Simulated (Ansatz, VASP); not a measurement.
# One calculation of MgO, two programs

```
CELL_PARAMETERS angstrom
0.26790 2.27715 2.27715
2.27715 0.26790 2.27715
2.27715 2.27715 0.26790
ATOMIC_POSITIONS crystal
Mg 0.00000 0.00000 0.00000
O 0.50000 0.50000 0.50000
```

Alike in both runs: task single point; functional r2SCAN; k mesh 10 × 10 × 10; occupations gaussian, width 0.05 eV; no spin polarisation.

|  | VASP | Ansatz |
| --- | --- | --- |
| version | VASP 6.6.1 | Ansatz 0.2.0 |
| potentials or method | VASP PAW PBE potentials, release 64 (Mg_sv, O), cutoff 920 eV | scalar-relativistic, plane waves, PAW |
| valence electrons in the cell | 16 | 16 |

```tsv
	VASP	Ansatz	Ansatz less VASP
gap on the k mesh at the Fermi level (eV)	3.88	3.86	-0.017
least direct gap on the mesh (eV)	3.88	3.86	-0.017
pressure (GPa)	-5.7	-6.3	-0.56
traceless stress, the component that is largest in VASP (GPa)	-22.41	-22.44	-0.030
```

VASP's potentials were made for PBE, not for r2SCAN. The functional is the same, so the differences come from potentials, cutoffs and numerics.
